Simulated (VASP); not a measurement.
Input of a VASP 6.6.1 run:

INCAR

```
PREC = Accurate
ENCUT = 520
EDIFF = 1E-6
ISMEAR = -1
SIGMA = 0.05
LREAL = False
LASPH = True
NELM = 80
ALGO = Normal
ISIF = 2
LWAVE = False
LCHARG = False
GGA = PS
NBANDS = 20
```

Contents of KPOINTS:

```
regular mesh
0
Gamma
  8 8 8
```

Contents of POSCAR:

```
LuBe
1.0
    3.3203700000      0.0000000000      0.0000000000
    0.0000000000      3.3203700000      0.0000000000
    0.0000000000      0.0000000000      3.3203700000
Lu Be
1 1
Direct
    0.0000000000      0.0000000000      0.0000000000
    0.5000000000      0.5000000000      0.5000000000
```

Potentials or basis: VASP PAW PBE potentials, release 64 (Lu, Be).

Run with:

```bash
$ cat potpaw_PBE.64/Lu/POTCAR potpaw_PBE.64/Be/POTCAR > POTCAR
$ mpirun -np 1 vasp_std > vasp.out
```

(1) What does it give for the pressure?

## Answers

(1) -2.2 GPa.

Caveat: the PAW data sets were made with another functional, which shifts forces and pressure a little.
